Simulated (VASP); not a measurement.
Write the native input for VASP 6.6.1 that does the following.

```yaml
Task: single point
Functional: r2SCAN
Potentials_or_basis: VASP PAW PBE potentials, release 64 (In_d, Sb)
Cutoff: 520 eV
k_mesh: 6 × 6 × 8
Occupations: gaussian, width 0.1 eV
Spin: no spin polarisation
Dipole_correction: no
Further_INCAR_settings: ALGO = Normal; EDIFF = 1e-06; NBANDS = 32
```

The system is InSb2.

```
In Sb
1.0
     6.74413    0.00000    0.00000
     0.00000    6.74413    0.00000
     0.00000    0.00000    4.50055
In Sb
2 4
Cartesian
  0.0000 0.0000 0.0000
  3.3721 3.3721 2.2503
  2.0842 2.0842 0.0000
  1.2878 5.4563 2.2503
  4.6599 4.6599 0.0000
  5.4563 1.2878 2.2503
```

One way to write it, as run:

POSCAR

```
InSb2
1.0
    6.7441280484      0.0000000000      0.0000000000
    0.0000000000      6.7441280484      0.0000000000
    0.0000000000      0.0000000000      4.5005469762
In Sb
2 4
Direct
    0.0000000000      0.0000000000      0.0000000000
    0.5000000000      0.5000000000      0.5000000000
    0.3090433690      0.3090433690      0.0000000000
    0.1909566310      0.8090433690      0.5000000000
    0.6909566310      0.6909566310      0.0000000000
    0.8090433690      0.1909566310      0.5000000000
```

INCAR.step1

```
ALGO = Normal ; EDIFF = 1E-4
ENCUT = 520 ; GGA = PE
ISMEAR = 0 ; LASPH = T
LCHARG = F ; LREAL = F
LWAVE = T ; NBANDS = 32
NELM = 60 ; PREC = Accurate
SIGMA = 0.1
```

INCAR.step2

```
ALGO = Normal ; EDIFF = 1E-6
ENCUT = 520 ; ISIF = 2
ISMEAR = 0 ; ISTART = 1
LASPH = T ; LCHARG = T
LELF = T ; LMIXTAU = T
LREAL = F ; LVHAR = T
LWAVE = F ; METAGGA = R2SCAN
NBANDS = 32 ; NELM = 60
PREC = Accurate ; SIGMA = 0.1
```

KPOINTS

```
k-points
0
Gamma
  6 6 8
```

Potentials or basis: VASP PAW PBE potentials, release 64 (In_d, Sb).

Run with:

```console
$ cat potpaw_PBE.64/In_d/POTCAR potpaw_PBE.64/Sb/POTCAR > POTCAR
$ cp INCAR.step1 INCAR
$ mpirun -np 1 vasp_std > vasp.out
$ cp INCAR.step2 INCAR
$ mpirun -np 1 vasp_std > vasp.out
```

Results of the run:

| Item | Value |
| --- | --- |
| Pressure | 0.0 GPa |
| Largest force | 0.005 eV/Å |
| Band gap on the k mesh | zero (bands 23 and 24 overlap by 1.59 eV) |

Caveat: the PAW data sets were made with another functional, which shifts forces and pressure a little; spin-orbit coupling is left out, which moves the levels of the heavy elements.

Run time: 17 min on 1 thread of Intel(R) Xeon(R) 6975P-C (Granite Rapids), on a shared host, peak memory 0.5 GiB.
